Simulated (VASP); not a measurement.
The system is EuS.

```
Eu S
1.0
     0.00000    2.97850    2.97850
     2.97850    0.00000    2.97850
     2.97850    2.97850    0.00000
Eu S
1 1
Direct
  0.00000 0.00000 0.00000
  0.50000 0.50000 0.50000
```

| Property | Result |
| --- | --- |
| Program | VASP 6.6.1 |
| Task | relaxation of cell and atoms |
| Functional | PBE |
| Potentials or basis | VASP PAW PBE potentials, release 64 (Eu, S) |
| Cutoff | 600 eV |
| k mesh | 8 × 8 × 8 |
| Occupations | fermi-dirac, width 0.05 eV |
| Spin | collinear spin, ferromagnetic start |
| Starting moments | [7.0, 0.0] μB |

At the start: pressure -2.7 GPa; volume 26.42 Å³/atom.

**Question.** Where does the relaxation end?

**Answer.** Over 3 steps the energy falls by 13.7 meV/atom and the volume is 24.90 Å³/atom (-5.8 %); space group Fm-3m (No. 225, to 0.1 Å) before and after; moment 6.96 μB per cell.

The path:
| step | energy change (eV) | largest force (eV/Å) | pressure (GPa) | volume (Å³) |
| --- | --- | --- | --- | --- |
| 1 | 0.0000 | 0.0000 | -2.74 | 52.85 |
| 2 | -0.0270 | 0.0000 | 0.36 | 49.46 |
| 3 | -0.0275 | 0.0000 | 0.02 | 49.80 |

Final structure:
```
Eu S
1.0
     0.00000    2.92006    2.92006
     2.92006    0.00000    2.92006
     2.92006    2.92006    0.00000
Eu S
1 1
Direct
  0.00000 0.00000 0.00000
  0.50000 0.50000 0.50000
```

Caveat: a cell with one magnetic atom can't hold antiferromagnetic order, which such compounds often take; semilocal functionals describe open f shells poorly, which spoils levels, moments and volumes.
